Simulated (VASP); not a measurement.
Set up this calculation in VASP 6.6.1, as the native input.

| Item | Value |
| --- | --- |
| Task | single point |
| Functional | PBE |
| Potentials or basis | VASP PAW PBE potentials, release 64 (Mg, Si, N) |
| Cutoff | 520 eV |
| k mesh | 6 × 6 × 4 |
| Occupations | gaussian, width 0.1 eV |
| Spin | collinear spin, ferromagnetic start |
| Starting moments | [0.0, 0.0, 0.0, 0.0, 0.0, 1.0] μB |
| Dipole correction | no |
| Further INCAR settings | ALGO = Normal; EDIFF = 1e-06; NBANDS = 22 |

The structure of Mg3Si2N lies in POSCAR:

```
Mg3Si2N
1.0
    5.6199839954      0.0000000000      0.0000000000
   -2.8099919977      4.8670489089      0.0000000000
    0.0000000000      0.0000000000      6.5706351901
Mg Si N
3 2 1
Direct
    0.5000000000      0.0000000000      0.5000000000
    0.0000000000      0.5000000000      0.5000000000
    0.5000000000      0.5000000000      0.5000000000
    0.0000000000      0.0000000000      0.7607332829
    0.0000000000      0.0000000000      0.2392667171
    0.0000000000      0.0000000000      0.5000000000
```

The cell was generated, and may not be a known phase.

These files were run (other wordings do the same):

INCAR

```
SYSTEM = Mg3Si2N
PREC = Accurate ; ENCUT = 520
EDIFF = 1E-6 ; ISMEAR = 0
SIGMA = 0.1 ; LREAL = .FALSE.
LASPH = .TRUE. ; NELM = 150
ALGO = Normal ; ISIF = 2
LWAVE = .FALSE. ; LCHARG = .TRUE.
ISPIN = 2 ; MAGMOM = 0 0 0 0 0 1
LORBIT = 11 ; GGA = PE
LELF = .TRUE. ; LVHAR = .TRUE.
NBANDS = 22
```

KPOINTS

```
Automatic mesh
0
G
  6 6 4
  0 0 0
```

Potentials or basis: VASP PAW PBE potentials, release 64 (Mg, Si, N).

Command:

```sh
$ cat potpaw_PBE.64/Mg/POTCAR potpaw_PBE.64/Si/POTCAR potpaw_PBE.64/N/POTCAR > POTCAR
$ mpirun -np 1 vasp_std > vasp.out
```

It gave:

```
Pressure                                              : 0.0 GPa
Largest force                                         : 0.009 eV/Å
Net moment                                            : 0.00 μB per cell
Valence electrons inside the program's atomic spheres : Mg 0.35; Si 1.60; N 3.76
```

Run time: 3.2 min on 1 thread of Intel(R) Xeon(R) Platinum 8259CL CPU @ 2.50GHz (Skylake/Cascade Lake), with other jobs on the host, peak memory 0.42 GiB.
